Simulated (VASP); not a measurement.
Crystal: SiC4.

```
CELL_PARAMETERS angstrom
-1.92298 1.92298 3.67424
1.92298 -1.92298 3.67424
1.92298 1.92298 -3.67424
ATOMIC_POSITIONS crystal
Si 0.08999 0.08999 0.00000
C 0.07017 0.07017 0.61841
C 0.45177 0.45177 0.38159
C 0.07017 0.45177 0.00000
C 0.45177 0.07017 0.00000
```

The cell was built from a structure type or drawn by symmetry, and may not be a known phase.

Base run:

| Item | Value |
| --- | --- |
| Program | VASP 6.6.1 |
| Functional | PBE |
| Potentials or basis | VASP PAW PBE potentials, release 64 (Si, C) |
| Cutoff | 520 eV |
| k mesh | 6 × 6 × 6 |
| Occupations | gaussian, width 0.1 eV |
| Spin | no spin polarisation |

Its results: pressure 42.8 GPa; largest force 23.265 eV/Å.

Task: The run is repeated on the same cell with these changes: spin from no spin polarisation to collinear spin; further incar settings from ALGO = Normal; EDIFF = 1e-06; NBANDS = 18 to ALGO = Normal; EDIFF = 1e-07; NBANDS = 22. What comes out?

Result: Pressure 43.0 GPa; net moment -0.45 μB per cell; site moments Si -0.13; C -0.03 μB; largest force 23.169 eV/Å.

Caveats: the cell stands under pressure; forces of over 1 eV/Å act on the atoms, so gaps and moduli don't describe the material at rest.
